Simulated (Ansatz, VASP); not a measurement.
I in VASP and in Ansatz

```
I
1.0
     3.63503   -2.39502    0.00000
     3.63503    2.39502    0.00000
     0.00000    0.00000    9.79344
I
4
Direct
  0.64930 0.35070 0.38440
  0.14930 0.85070 0.11560
  0.35070 0.64930 0.61560
  0.85070 0.14930 0.88440
```

Alike in both runs: task relaxation of cell and atoms; functional BLYP; dispersion D4; k mesh 7 × 7 × 3; occupations fermi-dirac, width 0.05 eV; no spin polarisation.

|  | VASP | Ansatz |
| --- | --- | --- |
| version | VASP 6.6.1 | Ansatz 0.2.0 |
| potentials or method | VASP PAW PBE potentials, release 64 (I) | Ansatz PAW |
| plane-wave cutoff (eV) | 600 | 420 |
| valence electrons in the cell | 28 | 68 |

|  | VASP | Ansatz | Ansatz less VASP |
| --- | --- | --- | --- |
| gap on the k mesh at the Fermi level, each at its own relaxed structure (eV) | 0.86 | 0.87 | +0.006 |
| relaxed volume (Å³/atom) | 40.37 | 40.38 | +0.004 |
| relaxed length of the cell vector where the two differ most in proportion (Å) | 4.286 | 4.290 | +0.0041 |

VASP's potentials were made for PBE, not for BLYP. VASP's potentials hold 28 valence electrons a cell and Ansatz's 68, so a difference there can come from the potentials and not from the codes.

Neither program's run includes spin-orbit coupling. Noted on Ansatz's run: odd divisions of the mesh miss points on the zone boundary, where band edges often lie, so the gap on the mesh can be too wide; the plane-wave basis is chosen anew once the cell has moved, so the energies of steps on either side of that aren't comparable.
